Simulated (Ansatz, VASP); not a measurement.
## InP: VASP beside Ansatz

File INCAR:

```
ALGO = Normal
EDIFF = 1E-6
EDIFFG = -0.04
ENCUT = 600
GGA = PE
IBRION = 2
ISIF = 3
ISMEAR = 0
LASPH = T
LCHARG = F
LREAL = F
LWAVE = F
NELM = 60
NSW = 90
PREC = Accurate
SIGMA = 0.1
```

KPOINTS

```
k-points
0
Gamma
  6 6 4
```

POSCAR

```
InP
1.0
    4.0055955600      0.0000000000      0.0000000000
   -2.0027977800      3.4689475100      0.0000000000
    0.0000000000      0.0000000000      5.3063672100
In P
2 2
Direct
    0.3333333300      0.6666666700      0.2500000000
    0.6666666700      0.3333333300      0.7500000000
    0.0000000000      0.0000000000      0.0000000000
    0.0000000000      0.0000000000      0.5000000000
```

Input for Ansatz:

```yaml
crystal:
  lattice:
    - [4.00559556, 0.0, 0.0]
    - [-2.00279778, 3.46894751, 0.0]
    - [0.0, 0.0, 5.30636721]
  atoms:
    - { symbol: In, position: [0.33333333, 0.66666667, 0.25] }
    - { symbol: In, position: [0.66666667, 0.33333333, 0.75] }
    - { symbol: P, position: [0.0, 0.0, 0.0] }
    - { symbol: P, position: [0.0, 0.0, 0.5] }
basis:
  ecutwfc: 420
kpoints:
  mp_grid: { grid: [6, 6, 4] }
hamiltonian:
  xc: pbe
scf:
  occupations: { method: gaussian, width: 0.1 }
  lower_state_search: "off"
output:
  forces: true
  stress: true
  eigenvalues: true
relax:
  adjacent_minimum: "off"
  f_tol: 0.04
  max_steps: 70
  cell: { stress_tol: 0.4 }
```

Change from the starting cell: species swapped into the TePt type (P6_3/mmc, No. 194).

Alike in both runs: task relaxation of cell and atoms; functional PBE; k mesh 6 × 6 × 4; occupations gaussian, width 0.1 eV; no spin polarisation.

```csv
,VASP,Ansatz
version,VASP 6.6.1,Ansatz 0.2.0
potentials or method,"VASP PAW PBE potentials, release 64 (In_d, P), cutoff 600 eV","scalar-relativistic, plane waves, PAW"
valence electrons in the cell,36,36
```

Ansatz gave:

- gap on the k mesh at the Fermi level, each at its own relaxed structure (eV): none
- relaxed volume (Å³/atom): 22.57
- relaxed length of the cell vector where the two differ most in proportion (Å): 4.228

Q: Which values does VASP return?

A: gap on the k mesh at the Fermi level, each at its own relaxed structure (eV): none; relaxed volume (Å³/atom): 22.62; relaxed length of the cell vector where the two differ most in proportion (Å): 4.233.

A gap of «none» marks a metal or a gap that the smearing closes.

Noted on VASP's run: the volume moved by over 15 % at a fixed basis, so the end points are rough.
